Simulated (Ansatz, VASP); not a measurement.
# Two plane-wave programs on Mo

```
Mo
1.0
    -1.57342    1.57342    1.57342
     1.57342   -1.57342    1.57342
     1.57342    1.57342   -1.57342
Mo
1
Cartesian
  0.0000 0.0000 0.0000
```

Alike in both runs: task relaxation of cell and atoms; functional r2SCAN; k mesh 19 × 19 × 19; no spin polarisation.

|  | VASP | Ansatz |
| --- | --- | --- |
| version | VASP 6.6.1 | Ansatz 0.2.0 |
| potentials or method | VASP PAW PBE potentials, release 64 (Mo_sv) | plane waves, PAW |
| plane-wave cutoff (eV) | 600 | 500 |
| occupations | methfessel-paxton of order 1, width 0.1 eV | cold |
| valence electrons in the cell | 14 | 14 |

VASP gave:

| Quantity | Value |
| --- | --- |
| relaxed volume (Å³/atom) | 15.71 |
| relaxed cell length with the largest relative difference (Å) | 2.732 |

**Question.** Which values does Ansatz return?

**Answer.** Relaxed volume (Å³/atom): 15.64; relaxed cell length with the largest relative difference (Å): 2.729.

VASP's potentials were made for PBE, not for r2SCAN. Ansatz's warnings: stress scf threshold loose.
